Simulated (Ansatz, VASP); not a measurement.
**One calculation of PbO, two programs**

```
Pb O
1.0
     0.00000    2.60652    2.60652
     2.60652    0.00000    2.60652
     2.60652    2.60652    0.00000
Pb O
1 1
Cartesian
  0.0000 0.0000 0.0000
  2.6065 2.6065 2.6065
```

Alike in both runs: task single point; functional r2SCAN; k mesh 6 × 6 × 6; no spin polarisation.

```csv
,VASP,Ansatz
version,VASP 6.6.1,Ansatz 0.2.0
potentials or method,"VASP PAW PBE potentials, release 64 (Pb_d, O)","plane waves, PAW"
plane-wave cutoff (eV),520,500
occupations,"gaussian, width 0.01 eV",fixed
valence electrons in the cell,20,20
```

|  | VASP | Ansatz | Ansatz less VASP |
| --- | --- | --- | --- |
| gap on the k mesh at the Fermi level (eV) | 0.31 | 0.31 | +0.003 |
| pressure (GPa) | 0.0 | -0.2 | -0.14 |

VASP's potentials were made for PBE, not for r2SCAN.

Neither program's run includes spin-orbit coupling.
